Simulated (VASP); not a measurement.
Write the native input for VASP 6.6.1 that does the following.

* Task: single point
* Functional: PBE-based screened hybrid with 25 % exact exchange
* Potentials or basis: VASP PAW PBE potentials, release 64 (W_sv, S)
* Cutoff: 520 eV
* k mesh: 5 × 5 × 1
* Occupations: fermi-dirac, width 0.05 eV
* Spin: no spin polarisation
* Dipole correction: no
* Grid for exact exchange (PRECFOCK): Normal
* Share of exact exchange: 0.25
* Further INCAR settings: ALGO = Normal; EDIFF = 1e-06; NBANDS = 20
* Screening parameter: 0.3 1/Å

System: WS2, a slab with vacuum.

```
W S
1.0
     3.16191    0.00000    0.00000
    -1.58095    2.73829    0.00000
     0.00000    0.00000   16.94984
W S
1 2
Direct
  0.00000 0.00000 0.00000
  0.33333 0.66667 0.09188
  0.33333 0.66667 0.90812
```

These files were run (other wordings do the same):

POSCAR

```
WS2
1.0
    3.1619092317      0.0000000000      0.0000000000
   -1.5809546159      2.7382937191      0.0000000000
    0.0000000000      0.0000000000     16.9498405851
W S
1 2
Direct
    0.0000000000      0.0000000000      0.0000000000
    0.3333333333      0.6666666667      0.0918805854
    0.3333333333      0.6666666667      0.9081194146
```

INCAR.step1

```
  PREC = Accurate
  ENCUT = 520
  EDIFF = 1E-5
  ISMEAR = -1
  SIGMA = 0.05
  LREAL = F
  LASPH = T
  NELM = 60
  ALGO = Normal
  ISIF = 2
  LWAVE = T
  LCHARG = F
  NBANDS = 20
  GGA = PE
```

INCAR.step2

```
  PREC = Accurate
  ENCUT = 520
  EDIFF = 1E-6
  ISMEAR = -1
  SIGMA = 0.05
  LREAL = F
  LASPH = T
  NELM = 60
  ALGO = Normal
  ISIF = 2
  LWAVE = F
  LCHARG = F
  GGA = PE
  LHFCALC = T
  AEXX = 0.25
  HFSCREEN = 0.3
  PRECFOCK = Normal
  NBANDS = 20
  ISTART = 1
```

KPOINTS

```
Automatic mesh
0
Gamma
  5 5 1
```

Potentials or basis: VASP PAW PBE potentials, release 64 (W_sv, S).

Launch:

```console
$ cat potpaw_PBE.64/W_sv/POTCAR potpaw_PBE.64/S/POTCAR > POTCAR
$ cp INCAR.step1 INCAR
$ mpirun -np 1 vasp_std > vasp.out
$ cp INCAR.step2 INCAR
$ mpirun -np 1 vasp_std > vasp.out
```

Results of the run:

```json
{
  "Largest force": "0.055 eV/Å",
  "Band gap on the k mesh": "2.68 eV (least direct gap 3.23 eV)"
}
```

Caveat: the k points lie up to 0.46 Å⁻¹ apart; the PAW data sets were made with another functional, which shifts forces and pressure a little; spin-orbit coupling is left out, which moves the levels of the heavy elements.

It took 10 min on 1 thread of Intel(R) Xeon(R) Platinum 8375C CPU @ 2.90GHz (Ice Lake) (shared host), peak memory 0.36 GiB.
